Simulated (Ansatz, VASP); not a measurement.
## LuTl3 in VASP and in Ansatz

```
CELL_PARAMETERS angstrom
4.68382 0.00000 0.00000
0.00000 4.68382 0.00000
0.00000 0.00000 4.68382
ATOMIC_POSITIONS crystal
Lu 0.00000 0.00000 0.00000
Tl 0.00000 0.50000 0.50000
Tl 0.50000 0.00000 0.50000
Tl 0.50000 0.50000 0.00000
```

Change from the starting cell: volume scaled by 1.02, crystal datasets.

Alike in both runs: task electric field gradients; functional PBEsol; k mesh 7 × 7 × 7; occupations fermi-dirac, width 0.08 eV; no spin polarisation.

|  | VASP | Ansatz |
| --- | --- | --- |
| version | VASP 6.6.1 | Ansatz 0.2.0 |
| potentials or method | VASP PAW PBE potentials, release 64 (Lu, Tl_d), cutoff 520 eV | all-electron PAW with datasets made for the crystal, scalar-relativistic |

Ansatz gave:

```
pressure (GPa)                                       : -1.3
size of Vzz on the site where it differs most (V/Å²) : 250.0
```

Problem. Estimate VASP's values.

Solution. Pressure (GPa): -1.4; size of Vzz on the site where it differs most (V/Å²): 250.5.

VASP's potentials were made for PBE, not for PBEsol. Ansatz ran all-electron here, and VASP with PAW potentials.

Neither program's run includes spin-orbit coupling.
